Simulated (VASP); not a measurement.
Crystal: Cu.

```xyz
1
Lattice="0.0000 1.8430 1.8430 1.8430 0.0000 1.8430 1.8430 1.8430 0.0000" Properties=species:S:1:pos:R:3 pbc="T T T"
Cu    0.0000    0.0000    0.0000
```

Base run:

| Item | Value |
| --- | --- |
| Program | VASP 6.6.1 |
| Functional | revPBE |
| Dispersion | D4 |
| Potentials or basis | VASP PAW PBE potentials, release 64 (Cu) |
| Cutoff | 600 eV |
| k mesh | 13 × 13 × 13 |
| Occupations | fermi-dirac, width 0.05 eV |
| Spin | no spin polarisation |

Its results: pressure -13.5 GPa.

Question: The run is repeated on the same cell with these changes: functional from revPBE to BLYP. What comes out?

Answer: Pressure -11.0 GPa.

Caveats: the PAW data sets were made with another functional, which shifts forces and pressure a little; pairwise dispersion overbinds metals, which lowers pressure and volume.
